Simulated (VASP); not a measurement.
# MoS2 (P-6m2) in VASP: notebook, part 2 of 2

VASP 6.6.1. The steps go on from the part before.

**5. Single point, PBE+D3(BJ) (17.50 Å³/atom)**

This run uses another cell than the first one, of 17.50 Å³/atom.

INCAR reads:

```
  PREC = Accurate
  ENCUT = 500
  EDIFF = 1E-6
  ISMEAR = 0
  SIGMA = 0.05
  LREAL = False
  LASPH = True
  NELM = 120
  ALGO = Normal
  ISIF = 2
  LWAVE = False
  LCHARG = True
  GGA = PE
  IVDW = 12
  LELF = True
  LVHAR = True
  NBANDS = 20
  GGA_COMPAT = False
```

KPOINTS reads:

```
Automatic mesh
0
Gamma
  12 12 6
```

POSCAR reads:

```
MoS2
1.0
    3.0359154486      0.0000000000      0.0000000000
   -1.5179577243      2.6291799022      0.0000000000
    0.0000000000      0.0000000000      6.5788287770
Mo S
1 2
Direct
    0.0000000000      0.0000000000      0.0000000000
    0.3333333333      0.6666666667      0.2357940733
    0.3333333333      0.6666666667      0.7642059267
```

Potentials or basis: VASP PAW PBE potentials, release 64 (Mo_sv, S).

Command:

```
> cat potpaw_PBE.64/Mo_sv/POTCAR potpaw_PBE.64/S/POTCAR > POTCAR
> mpirun -np 1 vasp_std > vasp.out
```

OUTCAR:

```text
PREC = Accurate
   ENCUT = 500
   EDIFF = 1E-6
   ISMEAR = 0
   LREAL = False
   LASPH = True
   NELM = 120
   ISIF = 2
   GGA = PE
   IVDW = 12
 IVDW          = 12

 ion  position               nearest neighbor table
   1  0.000  0.000  0.000-   2 2.34   3 2.34   2 2.34   3 2.34   2 2.34   3 2.34
   2  0.333  0.667  0.236-   1 2.34   1 2.34   1 2.34
   3  0.333  0.667  0.764-   1 2.34   1 2.34   1 2.34

  LATTYP: Found a hexagonal cell.
 ALAT       =     3.0359154486
 C/A-ratio  =     2.1670000000

  Lattice vectors:

 A1 = (   3.0359154486,   0.0000000000,   0.0000000000)
 A2 = (  -1.5179577243,   2.6291799022,   0.0000000000)
 A3 = (   0.0000000000,   0.0000000000,   6.5788287770)

Analysis of symmetry for initial positions (statically):
=====================================================================
 Subroutine PRICEL returns:
 Original cell was already a primitive cell.

 Routine SETGRP: Setting up the symmetry group for a
 hexagonal supercell.

 Subroutine GETGRP returns: Found 12 space group operations
 (whereof 12 operations were pure point group operations)
 out of a pool of 24 trial point group operations.

The static configuration has the point symmetry D_3h.

Analysis of symmetry for dynamics (positions and initial velocities):
=====================================================================
 Subroutine PRICEL returns:
 Original cell was already a primitive cell.

 Routine SETGRP: Setting up the symmetry group for a
 hexagonal supercell.

 Subroutine GETGRP returns: Found 12 space group operations
 (whereof 12 operations were pure point group operations)
 out of a pool of 24 trial point group operations.

The dynamic configuration has the point symmetry D_3h.

 Subroutine INISYM returns: Found 12 space group operations
 (whereof 12 operations are pure point group operations),
 and found     1 'primitive' translations

----------------------------------------------------------------------------------------

                                     Primitive cell

  volume of cell :      52.5120

  direct lattice vectors                    reciprocal lattice vectors
     3.035915449  0.000000000  0.000000000     0.329389938  0.190173369  0.000000000
    -1.517957724  2.629179902  0.000000000     0.000000000  0.380346738  0.000000000
     0.000000000  0.000000000  6.578828777     0.000000000  0.000000000  0.152002740

  length of vectors
     3.035915449  3.035915449  6.578828777     0.380346738  0.380346738  0.152002740

  position of ions in fractional coordinates (direct lattice)
     0.000000000  0.000000000  0.000000000
     0.333333333  0.666666667  0.235794073
     0.333333333  0.666666667  0.764205927

  ion indices of the primitive-cell ions
   primitive index   ion index
                 1           1
                 2           2
                 3           3

----------------------------------------------------------------------------------------

 KPOINTS: Automatic mesh

Automatic generation of k-mesh.
 Grid dimensions read from file:
 generate k-points for:   12   12    6

 Generating k-lattice:

  Cartesian coordinates                     Fractional coordinates (reciprocal lattice)
     0.027449161  0.015847781  0.000000000     0.083333333  0.000000000  0.000000000
     0.000000000  0.031695562  0.000000000     0.000000000  0.083333333  0.000000000
     0.000000000  0.000000000  0.025333790     0.000000000  0.000000000  0.166666667

  Length of vectors
     0.031695562  0.031695562  0.025333790

  Shift w.r.t. Gamma in fractional coordinates (k-lattice)
     0.000000000  0.000000000  0.000000000

 Subroutine IBZKPT returns following result:
 ===========================================

 Found     76 irreducible k-points:

 Following reciprocal coordinates:
            Coordinates               Weight
  0.000000  0.000000  0.000000      1.000000
  0.083333  0.000000  0.000000      6.000000
  0.166667  0.000000  0.000000      6.000000
  0.250000  0.000000  0.000000      6.000000
  0.333333  0.000000  0.000000      6.000000
  0.416667  0.000000  0.000000      6.000000
[... 16 lines left out ...]
  0.250000  0.000000  0.166667     12.000000
  0.333333  0.000000  0.166667     12.000000
 [... further k-points ...]
   k-points           NKPTS =     76   k-points in BZ     NKDIM =     76   number of bands    NBANDS=     20
   number of dos      NEDOS =    301   number of ions     NIONS =      3
   total plane-waves  NPLWV =  27648
   dimension x,y,z NGX =    24 NGY =   24 NGZ =   48
   dimension x,y,z NGXF=    48 NGYF=   48 NGZF=   96
   ions per type =               1   2
   NGX,Y,Z   is equivalent  to a cutoff of  13.14, 13.14, 12.13 a.u.
   NGXF,Y,Z  is equivalent  to a cutoff of  26.28, 26.28, 24.26 a.u.
 SYSTEM =  unknown system
   PREC   = accura    normal or accurate (medium, high low for compatibility)
   ISTART =      0    job   : 0-new  1-cont  2-samecut
   ICHARG =      2    charge: 1-file 2-atom 10-const
   ISPIN  =      1    spin polarized calculation?
   LNONCOLLINEAR =      F non collinear calculations
   LSORBIT =      F    spin-orbit coupling
   LASPH  =      T    aspherical Exc in radial PAW
   ENCUT  =  500.0 eV  36.75 Ry    6.06 a.u.   5.54  5.54 11.99*2*pi/ulx,y,z
   NELM   =    120;   NELMIN=  2; NELMDL= -5     # of ELM steps
   EDIFF  = 0.1E-05   stopping-criterion for ELM
   LREAL  =      F    real-space projection
   EDIFFG = 0.1E-04   stopping-criterion for IOM
   NSW    =      0    number of steps for IOM
   IBRION =     -1    ionic relax: 0-MD 1-quasi-New 2-CG
   NFREE  =      0    steps in history (QN), initial steepest desc. (CG)
   ISIF   =      2    stress and relaxation
   ISYM   =      2    0-nonsym 1-usesym 2-fastsym
   POTIM  = 0.5000    time-step for ionic-motion
   TEBEG  =    0.0;   TEEND  =   0.0 temperature during run
   PSTRESS=    0.0 pullay stress
   NELECT =      26.0000    total number of electrons
   NUPDOWN=      -1.0000    fix difference up-down
   EMIN   =  10.00;   EMAX   =-10.00  energy-range for DOS
   EFERMI =   0.00;   METHOD = LEGACY
   ISMEAR =     0;   SIGMA  =   0.05  broadening in eV -4-tet -1-fermi 0-gaus
   EFERMI_NEDOS =   21; number of points for ismear=-14 and -15
   IALGO  =     38    algorithm
   IMIX   =      4    mixing-type and parameters
     AMIX     =   0.40;   BMIX     =  1.00
     AMIX_MAG =   1.60;   BMIX_MAG =  1.00
  volume/ion in A,a.u.               =      17.50       118.12
  Fermi-wavevector in a.u.,A,eV,Ry     =   1.295129  2.447439 22.821863  1.677360
  Thomas-Fermi vector in A             =   2.426668
   LORBIT       =      0    0 simple, 1 ext, 2 COOP (PROOUT), +10 PAW based schemes
   GGA     = PE    functional components
   LHFCALC =     F    Hartree Fock is set to
   AEXX    =    0.0000 exact exchange contribution
   IVDW    =    12    specifies the selected vdW correction
   LEPSILON=     F    determine dielectric tensor
   LRPA    =     F    only Hartree local field effects (RPA)
 non-spin polarized calculation
 Gauss-broadening in eV      SIGMA  =   0.05
  energy-cutoff  :      500.00
  volume of cell :       52.51
 maximum number of plane-waves:      1368
 NGX is ok and might be reduce to    24
   NGX = 11   NGY = 11   NGZ = 23

 number of electron      26.0000000 magnetization

 Free energy of the ion-electron system (eV)
  ---------------------------------------------------
  ext. energy  EPLUGINS =         0.00000000
  ---------------------------------------------------
  free energy    TOTEN  =       -21.49960803 eV

  energy without entropy =      -21.49960803  energy(sigma->0) =      -21.49960803

 E-fermi :   7.5228     XC(G=0): -10.7016

 val. band max:        7.3167143642   @ k =   0.0000   0.0000   0.5000
 cond. band min:       8.6688312491   @ k =   0.1667   0.1667   0.0000
 fundamental gap:      1.3521168850
 Fermi energy:         7.5227668782

 k-point     1 :       0.0000    0.0000    0.0000
  band No.  band energies     occupation
      1     -53.6324      2.00000
      2     -27.9078      2.00000
      3     -27.4988      2.00000
      4     -27.4988      2.00000
      5      -7.7053      2.00000
      6      -6.0969      2.00000
[... 12 lines left out ...]
     19      15.2545      0.00000
[... 513 lines left out ...]
      4     -27.6033      2.00000
      5      -6.0443      2.00000
      6      -5.5134      2.00000
[... 12 lines left out ...]
     19      15.2145      0.00000
     20      15.9621      0.00000

 [... further k-points ...]

------------------------ aborting loop because EDIFF is reached ----------------------------------------

 Edisp (eV)   -1.29979

 E8    (eV) :    -0.5248

  FORCE on cell =-STRESS in cart. coord.  units (eV):
  Direction    XX          YY          ZZ          XY          YZ          ZX
  --------------------------------------------------------------------------------------
  -------------------------------------------------------------------------------------
  Total       4.86651     4.86651     3.63693     0.00000    -0.00000     0.00000
  in kB     148.48061   148.48061   110.96531     0.00000    -0.00000     0.00000
  external pressure =      135.98 kB  Pullay stress =        0.00 kB

 VOLUME and BASIS-vectors are now :
 -----------------------------------------------------------------------------
  energy-cutoff  :      500.00
  volume of cell :       52.51
      direct lattice vectors                 reciprocal lattice vectors
     3.035915449  0.000000000  0.000000000     0.329389938  0.190173369  0.000000000
    -1.517957724  2.629179902  0.000000000     0.000000000  0.380346738  0.000000000
     0.000000000  0.000000000  6.578828777     0.000000000  0.000000000  0.152002740

 POSITION                                       TOTAL-FORCE (eV/Angst)
 -----------------------------------------------------------------------------------
      0.00000      0.00000      0.00000         0.000000     -0.000000      0.000000
     -0.00000      1.75279      1.55125         0.000000      0.000000      1.150334
     -0.00000      1.75279      5.02758        -0.000000      0.000000     -1.150334
 -----------------------------------------------------------------------------------
    total drift:                                0.000000     -0.000000     -0.000000

  FREE ENERGIE OF THE ION-ELECTRON SYSTEM (eV)
  ---------------------------------------------------
  free  energy   TOTEN  =       -22.7993943075 eV

  energy  without entropy=      -22.7993943075  energy(sigma->0) =      -22.79939431
```

stdout:

```text
POSCAR found type information on POSCAR MoS
 POSCAR found :  2 types and       3 ions
 scaLAPACK will be used
 LDA part: xc-table for (Slater+PW92), standard interpolation
 POSCAR, INCAR and KPOINTS ok, starting setup
 FFT: planning ... GRIDC
 FFT: planning ... GRID_SOFT
 FFT: planning ... GRID
 WAVECAR not read
 entering main loop
```

Wall time 72 s (1 thread of Intel Xeon 8259CL, shared host); peak memory 0.22 GiB.

Results:

```
Free energy                : -22.7994 eV
Pressure                   : 13.6 GPa
Largest force              : 1.150 eV/Å
Band gap on the k mesh     : 1.35 eV (least direct gap 2.14 eV)
Dispersion energy per atom : -0.433 eV
```

Forces on the atoms (eV/Å):
```
Mo   0.000  0.000  0.000
S    0.000  0.000  1.150
S    0.000  0.000 -1.150
```

Caveat: the cell stands under pressure; forces of over 1 eV/Å act on the atoms, so gaps and moduli don't describe the material at rest. A k mesh can miss the band edges.

**6. Summary**

```tsv
cell	gap on the mesh (eV)	pressure (GPa)	largest force (eV/Å)
a = 2.965, b = 2.965, c = 6.599 Å, angles 90.0, 90.0, 120.0°, 3 atoms	1.49	22.9	1.72
a = 3.072, b = 3.072, c = 6.145 Å, angles 90.0, 90.0, 120.0°, 3 atoms	0.59	24.4	3.18
a = 3.090, b = 3.090, c = 6.349 Å, angles 90.0, 90.0, 120.0°, 3 atoms	1.03	14.3	1.85
a = 3.036, b = 3.036, c = 6.579 Å, angles 90.0, 90.0, 120.0°, 3 atoms	1.35	13.6	1.15
```

Alike in all rows: task single point; level PBE+D3(BJ); potentials or basis VASP PAW PBE potentials, release 64 (Mo_sv, S); no spin polarisation; k mesh 12 × 12 × 6; cutoff (eV) 500; smearing gaussian 0.05 eV.

Caveats: the cell stands under pressure; forces of over 1 eV/Å act on the atoms, so gaps and moduli don't describe the material at rest.

Total energies depend on the potentials used, so only differences within one code and one set of settings carry meaning.
